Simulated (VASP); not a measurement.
Input of a VASP 6.6.1 run:

Contents of INCAR:

```
SYSTEM = TaAs
PREC = Accurate
ENCUT = 520
EDIFF = 1E-6
ISMEAR = -1
SIGMA = 0.15
LREAL = .False.
LASPH = .True.
NELM = 60
ALGO = Normal
ISIF = 2
LWAVE = .False.
LCHARG = .False.
GGA = PE
NBANDS = 24
```

KPOINTS

```
Automatic mesh
0
Gamma
  18 18 18
  0 0 0
```

Contents of POSCAR:

```
TaAs
1.0
   -1.7324265686      1.7324265686      5.8669527198
    1.7324265686     -1.7324265686      5.8669527198
    1.7324265686      1.7324265686     -5.8669527198
Ta As
2 2
Direct
    0.5001864991      1.0001864991      0.5000000000
    0.7501864991      0.7501864991      0.0000000000
    0.0824129209      0.5824129209      0.5000000000
    0.3324129209      0.3324129209      0.0000000000
```

Potentials or basis: VASP PAW PBE potentials, release 64 (Ta_pv, As).

Run with:

```console
$ cat potpaw_PBE.64/Ta_pv/POTCAR potpaw_PBE.64/As/POTCAR > POTCAR
$ mpirun -np 1 vasp_std > vasp.out
```

(1) What does it give for the band gap on the k mesh?

(2) Estimate the pressure.

## Answers

(1) zero (bands 16 and 17 overlap by 0.02 eV).

(2) 0.3 GPa.

Caveat: spin-orbit coupling is left out, which moves the levels of the heavy elements.
